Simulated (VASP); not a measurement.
The system is TePt.

```
Pt Te
1.0
     3.55919    0.00000    0.00000
     0.00000    3.55919    0.00000
     0.00000    0.00000    3.55919
Pt Te
1 1
Cartesian
  0.0000 0.0000 0.0000
  1.7796 1.7796 1.7796
```

Base run:

| Item | Value |
| --- | --- |
| Program | VASP 6.6.1 |
| Functional | PBE |
| Potentials or basis | VASP PAW PBE potentials, release 64 (Pt, Te) |
| Cutoff | 500 eV |
| k mesh | 5 × 5 × 5 |
| Occupations | gaussian, width 0.05 eV |
| Spin | collinear spin |
| Starting moments | [-0.07, 0.0] μB |
| Hubbard terms | Pt d U = 8.0 eV |

Its results: pressure -12.5 GPa; net moment -0.08 μB per cell; site moments Pt -0.06; Te -0.02 μB.

Q: The run is repeated on the same cell with these changes: hubbard terms from Pt d U = 8.0 eV to Pt d U = 6.0 eV; moments at the start from [-0.07, 0.0] to [0.5, 0.0]. What comes out?

A: Pressure -11.5 GPa; net moment 0.15 μB per cell; site moments Pt +0.09; Te +0.04 μB.

Caveats: the cell stands under tension; the U is typed as a test and isn't derived for this compound.
